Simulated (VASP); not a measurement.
# Ti3Al2 (P6/mmm) in VASP: single point with PBE

Aim: the single point of Ti3Al2 with PBE.

All numbers are computed with VASP 6.6.1; they aren't measurements. Logs are shortened: lines on timing, memory, paths and dates and some standing lists are left out, and cuts for length are marked.

**1. The cell of the first run**

Symmetry: P6/mmm, No. 191, hexagonal system. The conventional cell has a = 4.047 Å, b = 4.047 Å, c = 7.914 Å, α = 90.00°, β = 90.00°, γ = 120.00°. Within 3.1 Å of Ti (site symmetry 6mm) lie 1 Ti at 2.34 Å and 6 Al at 2.84 Å. Within 3.1 Å of Ti (site symmetry 6/mmm) lie 2 Ti at 2.34 Å. Al (site symmetry -6m2) has 3 Al at 2.34 Å and 6 Ti at 2.84 Å within 3.1 Å.

The cell was built from a structure type or drawn by symmetry, and may not be a known phase.

**2. Single point, PBE, collinear spin**

File INCAR:

```
SYSTEM = Ti3Al2
ALGO = Normal
EDIFF = 1E-6
ENCUT = 520
GGA = PE
ISIF = 2
ISMEAR = 0
ISPIN = 2
LASPH = .True.
LCHARG = .False.
LMAXMIX = 4
LORBIT = 11
LREAL = .False.
LWAVE = .False.
MAGMOM = 0 0 0.33 0 0
NBANDS = 33
NELM = 150
PREC = Accurate
SIGMA = 0.1
```

File KPOINTS:

```
k-points
0
Gamma
  12 12 6
  0 0 0
```

File POSCAR:

```
Ti3Al2
1.0
    4.0472564630      0.0000000000      0.0000000000
   -2.0236282315      3.5050269126      0.0000000000
    0.0000000000      0.0000000000      7.9139297450
Ti Al
3 2
Direct
    0.0000000000      0.0000000000      0.2037693121
    0.0000000000      0.0000000000      0.7962306879
    0.0000000000      0.0000000000      0.5000000000
    0.3333333333      0.6666666667      0.0000000000
    0.6666666667      0.3333333333      0.0000000000
```

Potentials or basis: VASP PAW PBE potentials, release 64 (Ti_sv, Al).

The run is started by

```bash
$ cat potpaw_PBE.64/Ti_sv/POTCAR potpaw_PBE.64/Al/POTCAR > POTCAR
$ mpirun -np 1 vasp_std > vasp.out
```

OUTCAR:

```text
SYSTEM = Ti3Al2
   EDIFF = 1E-6
   ENCUT = 520
   GGA = PE
   ISIF = 2
   ISMEAR = 0
   ISPIN = 2
   LASPH = .True.
   LORBIT = 11
   LREAL = .False.
   NELM = 150
   PREC = Accurate

 ion  position               nearest neighbor table
   1  0.000  0.000  0.204-   3 2.34   4 2.84   5 2.84   5 2.84   4 2.84   5 2.84   4 2.84
   2  0.000  0.000  0.796-   3 2.34   4 2.84   5 2.84   5 2.84   4 2.84   5 2.84   4 2.84
   3  0.000  0.000  0.500-   1 2.34   2 2.34
   4  0.333  0.667  0.000-   5 2.34   5 2.34   5 2.34   1 2.84   2 2.84   2 2.84   1 2.84   2 2.84
                             1 2.84
   5  0.667  0.333  0.000-   4 2.34   4 2.34   4 2.34   1 2.84   2 2.84   1 2.84   2 2.84   1 2.84
                             2 2.84

  LATTYP: Found a hexagonal cell.
 ALAT       =     4.0472564630
 C/A-ratio  =     1.9553813348

  Lattice vectors:

 A1 = (   4.0472564630,   0.0000000000,   0.0000000000)
 A2 = (  -2.0236282315,   3.5050269126,   0.0000000000)
 A3 = (   0.0000000000,   0.0000000000,   7.9139297450)

Analysis of symmetry for initial positions (statically):
=====================================================================
 Subroutine PRICEL returns:
 Original cell was already a primitive cell.

 Routine SETGRP: Setting up the symmetry group for a
 hexagonal supercell.

 Subroutine GETGRP returns: Found 24 space group operations
 (whereof 24 operations were pure point group operations)
 out of a pool of 24 trial point group operations.

The static configuration has the point symmetry D_6h.

Analysis of symmetry for dynamics (positions and initial velocities):
=====================================================================
 Subroutine PRICEL returns:
 Original cell was already a primitive cell.

 Routine SETGRP: Setting up the symmetry group for a
 hexagonal supercell.

 Subroutine GETGRP returns: Found 24 space group operations
 (whereof 24 operations were pure point group operations)
 out of a pool of 24 trial point group operations.

The dynamic configuration has the point symmetry D_6h.

Analysis of structural, dynamic, and magnetic symmetry:
=====================================================================
 Subroutine PRICEL returns:
 Original cell was already a primitive cell.

 Routine SETGRP: Setting up the symmetry group for a
 hexagonal supercell.

 Subroutine GETGRP returns: Found 24 space group operations
 (whereof 24 operations were pure point group operations)
 out of a pool of 24 trial point group operations.

The overall configuration has the point symmetry D_6h.

 Subroutine INISYM returns: Found 24 space group operations
 (whereof 24 operations are pure point group operations),
 and found     1 'primitive' translations

----------------------------------------------------------------------------------------

                                     Primitive cell

  volume of cell :     112.2650

  direct lattice vectors                    reciprocal lattice vectors
     4.047256463  0.000000000  0.000000000     0.247080957  0.142652257  0.000000000
    -2.023628232  3.505026913  0.000000000     0.000000000  0.285304514  0.000000000
     0.000000000  0.000000000  7.913929745     0.000000000  0.000000000  0.126359474

  length of vectors
     4.047256463  4.047256463  7.913929745     0.285304514  0.285304514  0.126359474

  position of ions in fractional coordinates (direct lattice)
     0.000000000  0.000000000  0.203769312
     0.000000000  0.000000000  0.796230688
     0.000000000  0.000000000  0.500000000
     0.333333333  0.666666667  0.000000000
     0.666666667  0.333333333  0.000000000

  ion indices of the primitive-cell ions
   primitive index   ion index
                 1           1
                 2           2
                 3           3
                 4           4
                 5           5

----------------------------------------------------------------------------------------

 KPOINTS: k-points

Automatic generation of k-mesh.
 Grid dimensions read from file:
[... 22 lines left out ...]
  0.000000  0.000000  0.000000      1.000000
  0.083333  0.000000  0.000000      6.000000
  0.166667  0.000000  0.000000      6.000000
  0.250000  0.000000  0.000000      6.000000
  0.333333 -0.000000  0.000000      6.000000
  0.416667  0.000000  0.000000      6.000000
[... 16 lines left out ...]
  0.250000  0.000000  0.166667     12.000000
  0.333333 -0.000000  0.166667     12.000000
 [... further k-points ...]
   k-points           NKPTS =     76   k-points in BZ     NKDIM =     76   number of bands    NBANDS=     33
   number of dos      NEDOS =    301   number of ions     NIONS =      5
   total plane-waves  NPLWV =  54000
   dimension x,y,z NGX =    30 NGY =   30 NGZ =   60
   dimension x,y,z NGXF=    60 NGYF=   60 NGZF=  120
   ions per type =               3   2
   NGX,Y,Z   is equivalent  to a cutoff of  12.32, 12.32, 12.60 a.u.
   NGXF,Y,Z  is equivalent  to a cutoff of  24.65, 24.65, 25.21 a.u.
 SYSTEM =  Ti3Al2
   PREC   = accura    normal or accurate (medium, high low for compatibility)
   ISTART =      0    job   : 0-new  1-cont  2-samecut
   ICHARG =      2    charge: 1-file 2-atom 10-const
   ISPIN  =      2    spin polarized calculation?
   LNONCOLLINEAR =      F non collinear calculations
   LSORBIT =      F    spin-orbit coupling
   LASPH  =      T    aspherical Exc in radial PAW
   ENCUT  =  520.0 eV  38.22 Ry    6.18 a.u.   7.53  7.53 14.71*2*pi/ulx,y,z
   NELM   =    150;   NELMIN=  2; NELMDL= -5     # of ELM steps
   EDIFF  = 0.1E-05   stopping-criterion for ELM
   LREAL  =      F    real-space projection
   EDIFFG = 0.1E-04   stopping-criterion for IOM
   NSW    =      0    number of steps for IOM
   IBRION =     -1    ionic relax: 0-MD 1-quasi-New 2-CG
   NFREE  =      0    steps in history (QN), initial steepest desc. (CG)
   ISIF   =      2    stress and relaxation
   ISYM   =      2    0-nonsym 1-usesym 2-fastsym
   POTIM  = 0.5000    time-step for ionic-motion
   TEBEG  =    0.0;   TEEND  =   0.0 temperature during run
   PSTRESS=    0.0 pullay stress
   NELECT =      42.0000    total number of electrons
   NUPDOWN=      -1.0000    fix difference up-down
   EMIN   =  10.00;   EMAX   =-10.00  energy-range for DOS
   EFERMI =   0.00;   METHOD = LEGACY
   ISMEAR =     0;   SIGMA  =   0.10  broadening in eV -4-tet -1-fermi 0-gaus
   EFERMI_NEDOS =   21; number of points for ismear=-14 and -15
   IALGO  =     38    algorithm
   IMIX   =      4    mixing-type and parameters
     AMIX     =   0.40;   BMIX     =  1.00
     AMIX_MAG =   1.60;   BMIX_MAG =  1.00
  volume/ion in A,a.u.               =      22.45       151.52
  Fermi-wavevector in a.u.,A,eV,Ry     =   1.179623  2.229164 18.932643  1.391510
  Thomas-Fermi vector in A             =   2.315930
   LORBIT       =     11    0 simple, 1 ext, 2 COOP (PROOUT), +10 PAW based schemes
   GGA     = PE    functional components
   LHFCALC =     F    Hartree Fock is set to
   AEXX    =    0.0000 exact exchange contribution
   IVDW    =     0    specifies the selected vdW correction
   LEPSILON=     F    determine dielectric tensor
   LRPA    =     F    only Hartree local field effects (RPA)
 spin polarized calculation
 Gauss-broadening in eV      SIGMA  =   0.10
  energy-cutoff  :      520.00
  volume of cell :      112.26
 maximum number of plane-waves:      3061
   NGX = 15   NGY = 15   NGZ = 29

 number of electron      41.9999994 magnetization       0.0007382

 number of electron      41.9999994 magnetization      -0.0001905

 Free energy of the ion-electron system (eV)
  ---------------------------------------------------
  ext. energy  EPLUGINS =         0.00000000
  ---------------------------------------------------
  free energy    TOTEN  =       -26.75178920 eV

  energy without entropy =      -26.71760448  energy(sigma->0) =      -26.73469684

 E-fermi :   4.9844     XC(G=0):  -9.5244

 val. band max:        4.9833855029   @ k =   0.3333   0.1667   0.5000
 cond. band min:       4.9859305929   @ k =   0.0833   0.0833   0.0000
 fundamental gap:      0.0025450901
 Fermi energy:         4.9843814608

 spin component 1

 k-point     1 :       0.0000    0.0000    0.0000
  band No.  band energies     occupation
      1     -51.8744      1.00000
      2     -51.6569      1.00000
      3     -51.5736      1.00000
      4     -28.4860      1.00000
      5     -28.2704      1.00000
      6     -28.2704      1.00000
[... 853 lines left out ...]
     32       8.2345      0.00000
     33       8.7969      0.00000

 [... further k-points ...]

 spin component 2

 k-point     1 :       0.0000    0.0000    0.0000
  band No.  band energies     occupation
      1     -51.8744      1.00000
      2     -51.6569      1.00000
      3     -51.5736      1.00000
      4     -28.4860      1.00000
      5     -28.2705      1.00000
      6     -28.2705      1.00000
[... 853 lines left out ...]
     32       8.2345      0.00000
     33       8.7969      0.00000

 [... further k-points ...]

------------------------ aborting loop because EDIFF is reached ----------------------------------------

  FORCE on cell =-STRESS in cart. coord.  units (eV):
  Direction    XX          YY          ZZ          XY          YZ          ZX
  --------------------------------------------------------------------------------------
  -------------------------------------------------------------------------------------
  Total       -0.0011349     -0.0011349      0.1619382      0.0000000     -0.0000000      0.0000000
  in kB       -0.0161968     -0.0161968      2.3110830      0.0000000     -0.0000000      0.0000000
  external PRESSURE =       0.7595631 kB  Pullay stress =       0.0000000 kB

 VOLUME and BASIS-vectors are now :
 -----------------------------------------------------------------------------
  energy-cutoff  :      520.00
  volume of cell :      112.26
      direct lattice vectors                 reciprocal lattice vectors
     4.047256463  0.000000000  0.000000000     0.247080957  0.142652257  0.000000000
    -2.023628232  3.505026913  0.000000000     0.000000000  0.285304514  0.000000000
     0.000000000  0.000000000  7.913929745     0.000000000  0.000000000  0.126359474

 POSITION                                       TOTAL-FORCE (eV/Angst)
 -----------------------------------------------------------------------------------
      0.00000      0.00000      1.61262         0.000000     -0.000000     -0.032924
      0.00000      0.00000      6.30131        -0.000000      0.000000      0.032924
      0.00000      0.00000      3.95696         0.000000      0.000000      0.000000
     -0.00000      2.33668      0.00000        -0.000000      0.000000      0.000000
      2.02363      1.16834      0.00000         0.000000      0.000000      0.000000
 -----------------------------------------------------------------------------------
    total drift:                               -0.000000     -0.000000      0.000000

  FREE ENERGIE OF THE ION-ELECTRON SYSTEM (eV)
  ---------------------------------------------------
  free  energy   TOTEN  =       -26.7517892033 eV

  energy  without entropy=      -26.7176044824  energy(sigma->0) =      -26.73469684

 total charge

# of ion       s       p       d       tot
------------------------------------------
    1        2.165   6.072   2.002  10.239
    2        2.165   6.072   2.002  10.239
    3        2.227   5.983   2.078  10.288
    4        0.441   0.493   0.000   0.934
    5        0.441   0.493   0.000   0.934
--------------------------------------------------
tot          7.438  19.113   6.082  32.634

 magnetization (x)

# of ion       s       p       d       tot
------------------------------------------
    1        0.000  -0.000  -0.000  -0.000
    2        0.000  -0.000  -0.000  -0.000
    3        0.000  -0.000  -0.000  -0.000
    4       -0.000  -0.000   0.000  -0.000
    5       -0.000  -0.000   0.000  -0.000
--------------------------------------------------
tot          0.000  -0.000  -0.000  -0.000
```

Wall time 19 min (1 thread of Oxide Virtual Turin-like, shared host); peak memory 0.49 GiB.

What came out:

```yaml
Free_energy: -26.7518 eV
Pressure: 0.1 GPa
Largest_force: 0.033 eV/Å
Band_gap_on_the_k_mesh: zero (filled and empty bands overlap)
Net_moment: 0.00 μB per cell
Valence_electrons_inside_the_program's_atomic_spheres: Ti 10.24, 10.29 (each value once); Al 0.93
```

Forces in eV/Å, atoms in the order of the input:
```
Ti   0.000  0.000 -0.033
Ti   0.000  0.000  0.033
Ti   0.000  0.000  0.000
Al   0.000  0.000  0.000
Al   0.000  0.000  0.000
```
